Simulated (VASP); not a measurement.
Input of a VASP 6.6.1 run:

INCAR

```
SYSTEM = GaAs
PREC = Accurate ; ENCUT = 500
EDIFF = 1E-6 ; ISMEAR = -1
SIGMA = 0.01 ; LREAL = .FALSE.
LASPH = .TRUE. ; NELM = 120
ALGO = Normal ; ISIF = 2
LWAVE = .FALSE. ; LCHARG = .FALSE.
GGA = PE ; ISYM = 0
NBANDS = 16 ; GGA_COMPAT = .FALSE.
```

Contents of KPOINTS:

```
Automatic mesh
0
Gamma
  4 4 4
  0.25 0.25 0.25
```

POSCAR

```
GaAs
1.0
    0.0000000000      2.8324871025      2.8324871025
    2.8324871025      0.0000000000      2.8324871025
    2.8324871025      2.8324871025      0.0000000000
Ga As
1 1
Direct
    0.0000000000      0.0000000000      0.0000000000
    0.7500000000      0.7500000000      0.7500000000
```

Potentials or basis: VASP PAW PBE potentials, release 64 (Ga_d, As).

The run is started by

```console
$ cat potpaw_PBE.64/Ga_d/POTCAR potpaw_PBE.64/As/POTCAR > POTCAR
$ mpirun -np 1 vasp_std > vasp.out
```

Task: What does it give for the pressure?

Result: 3.2 GPa.

Task: Estimate the band gap on the k mesh.

Result: 1.07 eV (least direct gap 1.19 eV).

Caveat: the cell stands under pressure; a shifted mesh leaves out Γ, where band edges can lie. A k mesh can miss the band edges.
